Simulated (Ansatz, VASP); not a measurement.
## Cd in VASP and in Ansatz

Contents of INCAR:

```
SYSTEM = Cd
ALGO = Normal
EDIFF = 1E-6
ENCUT = 520
GGA = RE
ISIF = 2
ISMEAR = -1
LASPH = .TRUE.
LCHARG = .FALSE.
LREAL = .FALSE.
LWAVE = .FALSE.
NBANDS = 19
NELM = 80
PREC = Accurate
SIGMA = 0.1
```

File KPOINTS:

```
k-points
0
G
  9 9 9
  0 0 0
```

The input POSCAR:

```
Cd
1.0
    0.0000000000      3.5673941326      3.5673941326
    3.5673941326      0.0000000000      3.5673941326
    3.5673941326      3.5673941326      0.0000000000
Cd
2
Direct
    0.1250000000      0.1250000000      0.1250000000
    0.8750000000      0.8750000000      0.8750000000
```

Input for Ansatz:

```yaml
crystal:
  lattice:
    - [0.0, 3.5673941326, 3.5673941326]
    - [3.5673941326, 0.0, 3.5673941326]
    - [3.5673941326, 3.5673941326, 0.0]
  atoms:
    - { symbol: Cd, position: [0.125, 0.125, 0.125] }
    - { symbol: Cd, position: [0.875, 0.875, 0.875] }
hamiltonian:
  xc: revpbe
  pseudopotentials:
    kind: paw
    azcp:
      Cd: "pseudopotentials/Cd.paw.azcp"
basis:
  ecutwfc: 420
  fft_grid_basis: typed
kpoints:
  mp_grid: { grid: [9, 9, 9], shift: [0, 0, 0] }
magnetization:
  spin_polarized: false
scf:
  occupations: { method: fermi_dirac, width: 0.1 }
  lower_state_search: "off"
output:
  stress: true
```

Alike in both runs: task single point; functional revPBE; k mesh 9 × 9 × 9; occupations fermi-dirac, width 0.1 eV; no spin polarisation.

```csv
,VASP,Ansatz
version,VASP 6.6.1,Ansatz 0.2.0
potentials or method,"VASP PAW PBE potentials, release 64 (Cd), cutoff 520 eV","plane waves (420 eV) with PAW, scalar-relativistic"
valence electrons in the cell,24,40
```

```tsv
	VASP	Ansatz	Ansatz less VASP
pressure (GPa)	-0.6	-0.6	-0.05
```

VASP's potentials were made for PBE, not for revPBE. VASP's potentials hold 24 valence electrons a cell and Ansatz's 40, so a difference there can come from the potentials and not from the codes.
